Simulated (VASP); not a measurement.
# TiAl7O12 (P1) in VASP: single point with PBEsol

Aim: the single point of TiAl7O12 with PBEsol.

Everything below comes from runs of VASP 6.6.1. Logs are shortened: lines on timing, memory, paths and dates and some standing lists are left out, and cuts for length are marked.

### 1 The cell of the first run

The typed cell holds 20 atoms: a = 10.253 Å, b = 5.127 Å, c = 5.127 Å, α = 55.25°, β = 55.25°, γ = 55.25°.

### 2 Single point, PBEsol, collinear spin

File INCAR:

```
PREC = Accurate
ENCUT = 520
EDIFF = 1E-6
ISMEAR = 0
SIGMA = 0.05
LREAL = Auto
LASPH = True
NELM = 150
ALGO = Normal
ISIF = 2
LWAVE = False
LCHARG = False
ISPIN = 2
MAGMOM = 0.7 0 0 0 0 0 0 0 0 0 0 0 0 0 0.01 0 0 -0.01 0.01 0
LORBIT = 11
LMAXMIX = 4
GGA = PS
NBANDS = 72
```

File KPOINTS:

```
regular mesh
0
Gamma
  2 4 4
```

File POSCAR:

```
TiAl7O12
1.0
    4.7540000000      2.7447232000      8.6600000000
   -2.3770000000      1.3723616000      4.3300000000
    0.0000000000     -2.7447232000      4.3300000000
Ti Al O
1 7 12
Direct
    0.4310895439      0.8537105160      0.8527636424
    0.9264267930      0.8547627793      0.8512993686
    0.3208735526      0.6555021356      0.6482231232
    0.8293177831      0.6421025599      0.6492226273
    0.0708654802      0.1564182977      0.1497272491
    0.5763110345      0.1423139014      0.1448565183
    0.1736654302      0.3590265429      0.3483682482
    0.6782918938      0.3456613498      0.3530068092
    0.0281296827      0.4463916841      0.7484442691
    0.5293032891      0.4241272260      0.7551563771
    0.3747895709      0.0580149191      0.4256730192
    0.8757292654      0.0569838979      0.4456010680
    0.2159051404      0.7598022220      0.0563120279
    0.7223536465      0.7453619700      0.0561197857
    0.4737019287      0.5239427442      0.2809350925
    0.9681514637      0.5614371604      0.2513750974
    0.1232471915      0.9502754149      0.5541532602
    0.6395362994      0.9334958924      0.5396027612
    0.2637401651      0.2792296520      0.9485231222
    0.7785708453      0.2514391343      0.9406365331
```

Potentials or basis: VASP PAW PBE potentials, release 64 (Ti_sv, Al, O).

Run with:

```sh
$ cat potpaw_PBE.64/Ti_sv/POTCAR potpaw_PBE.64/Al/POTCAR potpaw_PBE.64/O/POTCAR > POTCAR
$ mpirun -np 1 vasp_std > vasp.out
```

OUTCAR:

```text
PREC = Accurate
   ENCUT = 520
   EDIFF = 1E-6
   ISMEAR = 0
   LREAL = Auto
   LASPH = True
   NELM = 150
   ISIF = 2
   ISPIN = 2
   LORBIT = 11
   GGA = PS

 ion  position               nearest neighbor table
   1  0.431  0.854  0.853-  18 1.91  15 1.97  19 1.98  13 2.05  10 2.07  11 2.09   3 2.70   6 2.79
                             6 2.81   5 2.85
   2  0.926  0.855  0.851-  20 1.84  16 1.84  17 1.85  12 1.96   9 1.97  14 1.99   4 2.64   5 2.76
                             6 2.77   5 2.78   4 3.19   3 3.19   4 3.23
   3  0.321  0.656  0.648-  19 1.82  15 1.83  17 1.85  11 1.94  13 1.97  10 1.99   1 2.70   7 2.77
                             7 2.79   8 2.83   2 3.19
   4  0.829  0.642  0.649-  18 1.82  16 1.83  20 1.85   9 1.92  14 1.96  12 1.97   2 2.64   7 2.73
                             8 2.79   8 2.79   2 3.19   2 3.23
   5  0.071  0.156  0.150-  12 1.84  13 1.85   9 1.85  19 1.93  16 1.95  17 1.96   7 2.63   2 2.76
                             2 2.78   1 2.85   8 3.19   7 3.23   7 3.24
   6  0.576  0.142  0.145-  10 1.82  14 1.84  11 1.86  15 1.95  20 1.97  18 1.97   8 2.66   2 2.77
                             1 2.79   1 2.81   8 3.20   8 3.22   7 3.25
   7  0.174  0.359  0.348-  11 1.84  13 1.85   9 1.85  19 1.89  17 1.97  16 1.97   5 2.63   4 2.73
                             3 2.77   3 2.79   5 3.23   5 3.24   6 3.25
   8  0.678  0.346  0.353-  12 1.84  10 1.84  14 1.85  15 1.92  18 1.94  20 1.97   6 2.66   4 2.79
                             4 2.79   3 2.83   5 3.19   6 3.20   6 3.22
   9  0.028  0.446  0.748-   7 1.85   5 1.85   4 1.92   2 1.97
  10  0.529  0.424  0.755-   6 1.82   8 1.84   3 1.99   1 2.07
  11  0.375  0.058  0.426-   7 1.84   6 1.86   3 1.94   1 2.09
  12  0.876  0.057  0.446-   5 1.84   8 1.84   2 1.96   4 1.97
  13  0.216  0.760  0.056-   7 1.85   5 1.85   3 1.97   1 2.05
  14  0.722  0.745  0.056-   6 1.84   8 1.85   4 1.96   2 1.99
  15  0.474  0.524  0.281-   3 1.83   8 1.92   6 1.95   1 1.97
  16  0.968  0.561  0.251-   4 1.83   2 1.84   5 1.95   7 1.97
  17  0.123  0.950  0.554-   2 1.85   3 1.85   5 1.96   7 1.97
  18  0.640  0.933  0.540-   4 1.82   1 1.91   8 1.94   6 1.97
  19  0.264  0.279  0.949-   3 1.82   7 1.89   5 1.93   1 1.98
  20  0.779  0.251  0.941-   2 1.84   4 1.85   8 1.97   6 1.97

  LATTYP: Found a base centered monoclinic cell.
 ALAT       =     9.0845531184
 B/A-ratio  =     0.5233058759
 C/A-ratio  =     0.9063923615
 COS(beta)  =    -0.3021307872

  Lattice vectors:

 A1 = (  -2.3770000000,   1.3723616000,   4.3300000000)
 A2 = (   0.0000000000,  -2.7447232000,   4.3300000000)
 A3 = (   7.1310000000,   4.1170848000,   0.0000000000)

Analysis of symmetry for initial positions (statically):
=====================================================================
 Subroutine PRICEL returns:
 Original cell was already a primitive cell.

 Routine SETGRP: Setting up the symmetry group for a
 base centered monoclinic supercell.

 Subroutine GETGRP returns: Found  1 space group operations
 (whereof  1 operations were pure point group operations)
 out of a pool of  4 trial point group operations.

The static configuration has the point symmetry C_1 .

Analysis of symmetry for dynamics (positions and initial velocities):
=====================================================================
 Subroutine PRICEL returns:
 Original cell was already a primitive cell.

 Routine SETGRP: Setting up the symmetry group for a
 base centered monoclinic supercell.

 Subroutine GETGRP returns: Found  1 space group operations
 (whereof  1 operations were pure point group operations)
 out of a pool of  4 trial point group operations.

The dynamic configuration has the point symmetry C_1 .

Analysis of structural, dynamic, and magnetic symmetry:
=====================================================================
 Subroutine PRICEL returns:
 Original cell was already a primitive cell.

 Routine SETGRP: Setting up the symmetry group for a
 base centered monoclinic supercell.

 Subroutine GETGRP returns: Found  1 space group operations
 (whereof  1 operations were pure point group operations)
 out of a pool of  4 trial point group operations.

The overall configuration has the point symmetry C_1 .

 Subroutine INISYM returns: Found  1 space group operations
 (whereof  1 operations are pure point group operations),
 and found     1 'primitive' translations

----------------------------------------------------------------------------------------

                                     Primitive cell

  volume of cell :     169.4989

  direct lattice vectors                    reciprocal lattice vectors
     4.754000000  2.744723200  8.660000000     0.105174590  0.060722577  0.038491147
    -2.377000000  1.372361600  4.330000000    -0.210349180  0.121445155  0.076982294
     0.000000000 -2.744723200  4.330000000     0.000000000 -0.242890309  0.076982294

  length of vectors
    10.253273694  5.126636847  5.126636855     0.127398957  0.254797913  0.254797912

  position of ions in fractional coordinates (direct lattice)
     0.431089544  0.853710516  0.852763642
[... 90 lines left out ...]
  0.000000  0.000000  0.000000      1.000000
  0.500000  0.000000  0.000000      1.000000
  0.000000  0.250000  0.000000      2.000000
 -0.000000 -0.000000 -0.250000      2.000000
  0.500000  0.250000  0.000000      2.000000
  0.500000  0.000000 -0.250000      2.000000
[... 12 lines left out ...]
  0.000000  0.500000  0.500000      1.000000
  0.500000  0.500000  0.500000      1.000000
   k-points           NKPTS =     20   k-points in BZ     NKDIM =     20   number of bands    NBANDS=     72
   number of dos      NEDOS =    301   number of ions     NIONS =     20
   total plane-waves  NPLWV = 128000
   dimension x,y,z NGX =    80 NGY =   40 NGZ =   40
   dimension x,y,z NGXF=   160 NGYF=   80 NGZF=   80
   ions per type =               1   7  12
   NGX,Y,Z   is equivalent  to a cutoff of  12.97, 12.97, 12.97 a.u.
   NGXF,Y,Z  is equivalent  to a cutoff of  25.94, 25.94, 25.94 a.u.
 SYSTEM =  unknown system
   PREC   = accura    normal or accurate (medium, high low for compatibility)
   ISTART =      0    job   : 0-new  1-cont  2-samecut
   ICHARG =      2    charge: 1-file 2-atom 10-const
   ISPIN  =      2    spin polarized calculation?
   LNONCOLLINEAR =      F non collinear calculations
   LSORBIT =      F    spin-orbit coupling
   LASPH  =      T    aspherical Exc in radial PAW
   ENCUT  =  520.0 eV  38.22 Ry    6.18 a.u.  19.06  9.53  9.53*2*pi/ulx,y,z
   NELM   =    150;   NELMIN=  2; NELMDL= -5     # of ELM steps
   EDIFF  = 0.1E-05   stopping-criterion for ELM
   LREAL  =      T    real-space projection
   EDIFFG = 0.1E-04   stopping-criterion for IOM
   NSW    =      0    number of steps for IOM
   IBRION =     -1    ionic relax: 0-MD 1-quasi-New 2-CG
   NFREE  =      0    steps in history (QN), initial steepest desc. (CG)
   ISIF   =      2    stress and relaxation
   ISYM   =      2    0-nonsym 1-usesym 2-fastsym
   POTIM  = 0.5000    time-step for ionic-motion
   TEBEG  =    0.0;   TEEND  =   0.0 temperature during run
   PSTRESS=    0.0 pullay stress
   NELECT =     105.0000    total number of electrons
   NUPDOWN=      -1.0000    fix difference up-down
   EMIN   =  10.00;   EMAX   =-10.00  energy-range for DOS
   EFERMI =   0.00;   METHOD = LEGACY
   ISMEAR =     0;   SIGMA  =   0.05  broadening in eV -4-tet -1-fermi 0-gaus
   EFERMI_NEDOS =   21; number of points for ismear=-14 and -15
   IALGO  =     38    algorithm
   IMIX   =      4    mixing-type and parameters
     AMIX     =   0.40;   BMIX     =  1.00
     AMIX_MAG =   1.60;   BMIX_MAG =  1.00
  volume/ion in A,a.u.               =       8.47        57.19
  Fermi-wavevector in a.u.,A,eV,Ry     =   1.395561  2.637229 26.498595  1.947592
  Thomas-Fermi vector in A             =   2.519001
   LORBIT       =     11    0 simple, 1 ext, 2 COOP (PROOUT), +10 PAW based schemes
   GGA     = PS    functional components
   LHFCALC =     F    Hartree Fock is set to
   AEXX    =    0.0000 exact exchange contribution
   IVDW    =     0    specifies the selected vdW correction
   LEPSILON=     F    determine dielectric tensor
   LRPA    =     F    only Hartree local field effects (RPA)
 spin polarized calculation
 Gauss-broadening in eV      SIGMA  =   0.05
  energy-cutoff  :      520.00
  volume of cell :      169.50
 maximum number of plane-waves:      4578
 NGX is ok and might be reduce to    80
   NGX = 39   NGY = 19   NGZ = 19

 number of electron     105.0000006 magnetization       0.9994768

 Free energy of the ion-electron system (eV)
  ---------------------------------------------------
  ext. energy  EPLUGINS =         0.00000000
  ---------------------------------------------------
  free energy    TOTEN  =      -159.91126503 eV

  energy without entropy =     -159.90452610  energy(sigma->0) =     -159.90789557

 E-fermi :  10.5247     XC(G=0): -12.1106

 val. band max:       10.5031763993   @ k =   0.5000  -0.2500   0.2500
 cond. band min:      10.5250158758   @ k =   0.0000   0.0000   0.0000
 fundamental gap:      0.0218394765
 Fermi energy:        10.5247255402

 spin component 1

 k-point     1 :       0.0000    0.0000    0.0000
  band No.  band energies     occupation
      1     -48.0387      1.00000
      2     -24.7055      1.00000
      3     -24.4744      1.00000
      4     -24.4407      1.00000
      5     -12.9872      1.00000
      6     -11.8339      1.00000
[... 1329 lines left out ...]
     63      17.2675      0.00000
     64      17.3920      0.00000
 Fermi energy:        10.5247255402

 spin component 2

 k-point     1 :       0.0000    0.0000    0.0000
  band No.  band energies     occupation
      1     -47.1984      1.00000
      2     -24.1570      1.00000
      3     -23.5611      1.00000
      4     -23.4206      1.00000
      5     -12.9797      1.00000
      6     -11.8238      1.00000
[... 1329 lines left out ...]
     63      17.2808      0.00000
     64      17.4181      0.00000
 [bands above 64 left out]

------------------------ aborting loop because EDIFF is reached ----------------------------------------

  FORCE on cell =-STRESS in cart. coord.  units (eV):
  Direction    XX          YY          ZZ          XY          YZ          ZX
  --------------------------------------------------------------------------------------
  -------------------------------------------------------------------------------------
  Total       12.1985024     11.8871346      9.1885072     -0.0157632     -0.4582284      0.6951614
  in kB      115.3055515    112.3623678     86.8537677     -0.1490002     -4.3313738      6.5709683
  external PRESSURE =     104.8405623 kB  Pullay stress =       0.0000000 kB

 VOLUME and BASIS-vectors are now :
 -----------------------------------------------------------------------------
  energy-cutoff  :      520.00
  volume of cell :      169.50
      direct lattice vectors                 reciprocal lattice vectors
     4.754000000  2.744723200  8.660000000     0.105174590  0.060722577  0.038491147
    -2.377000000  1.372361600  4.330000000    -0.210349180  0.121445155  0.076982294
     0.000000000 -2.744723200  4.330000000     0.000000000 -0.242890309  0.076982294

 POSITION                                       TOTAL-FORCE (eV/Angst)
 -----------------------------------------------------------------------------------
      0.02013      0.01422     11.12227        -0.204050     -0.176462      0.096834
      2.37246      1.37925     15.41011        -0.021332     -0.013797     -0.007320
     -0.03270      0.00110      8.42390        -0.051118     -0.005497      0.092767
      2.41630      1.37551     12.77333        -0.042696     -0.039927     -0.022201
     -0.03491     -0.00179      1.93931         0.065066     -0.000506     -0.057159
      2.40150      1.37953      6.23430         0.004754     -0.074953      0.060115
[... 12 lines left out ...]
      0.59009     -1.49634      7.60016         0.362352      0.054748     -0.185238
      3.10365     -0.09976     11.90411         0.013614      0.007677     -0.001791
 -----------------------------------------------------------------------------------
    total drift:                               -0.000612     -0.008135     -0.000141

  FREE ENERGIE OF THE ION-ELECTRON SYSTEM (eV)
  ---------------------------------------------------
  free  energy   TOTEN  =      -159.9112650306 eV

  energy  without entropy=     -159.9045261013  energy(sigma->0) =     -159.90789557

 total charge

# of ion       s       p       d       tot
------------------------------------------
    1        2.201   6.250   1.973  10.424
    2        0.316   0.412   0.000   0.728
    3        0.318   0.420   0.000   0.738
    4        0.320   0.427   0.000   0.748
    5        0.316   0.418   0.000   0.734
    6        0.316   0.416   0.000   0.732
[... 12 lines left out ...]
   19        1.550   3.636   0.000   5.186
   20        1.543   3.635   0.000   5.178
--------------------------------------------------
tot         22.976  52.754   1.973  77.702

 magnetization (x)

# of ion       s       p       d       tot
------------------------------------------
    1        0.006   0.009   0.838   0.852
    2        0.000   0.000   0.000   0.000
    3        0.001   0.001   0.000   0.003
    4        0.001   0.000   0.000   0.001
    5        0.000  -0.000   0.000   0.000
    6        0.001  -0.000   0.000   0.001
[... 12 lines left out ...]
   19       -0.000   0.003   0.000   0.002
   20        0.000   0.001   0.000   0.001
--------------------------------------------------
tot          0.013   0.008   0.838   0.859
```

It took 19 min on 1 thread of AMD EPYC 9R45 (Zen 5), shared host; peak memory 0.59 GiB.

What came out:

| Quantity | Value |
| --- | --- |
| Free energy | -159.9113 eV |
| Pressure | 10.5 GPa |
| Largest force | 0.411 eV/Å |
| Band gap on the k mesh | zero (filled and empty bands overlap) |
| Net moment | 1.00 μB per cell |
| Site moments | Ti +0.85; Al +0.00, +0.01 (each value once); O +0.00, -0.00, -0.01 (each value once) μB |
| Valence electrons inside the program's atomic spheres | Ti 10.42; Al 0.73, 0.74, 0.75 (each value once); O 5.18, 5.17, 5.16, 5.19 (each value once) |

Forces on the atoms (eV/Å):
```
Ti  -0.204 -0.176  0.097
Al  -0.021 -0.014 -0.007
Al  -0.051 -0.005  0.093
Al  -0.043 -0.040 -0.022
Al   0.065 -0.001 -0.057
Al   0.005 -0.075  0.060
Al  -0.072 -0.053  0.067
Al   0.062  0.073 -0.005
O    0.004  0.002  0.017
O   -0.191  0.089  0.076
O    0.139 -0.040  0.079
O   -0.004 -0.010  0.003
O    0.017 -0.073 -0.078
O    0.005  0.005  0.014
O   -0.109  0.261 -0.093
O    0.036  0.012 -0.010
O    0.006  0.012  0.002
O   -0.019 -0.029 -0.049
O    0.362  0.055 -0.185
O    0.014  0.008 -0.002
```

Stress tensor (GPa, compression positive):
```
11.53 -0.01  0.66
-0.01 11.24 -0.43
 0.66 -0.43  8.69
```

Caveat: the k points lie up to 0.40 Å⁻¹ apart; the PAW data sets were made with another functional, which shifts forces and pressure a little; semilocal functionals often make such compounds metallic where correlation or magnetic order opens a gap, which also shifts bond lengths.
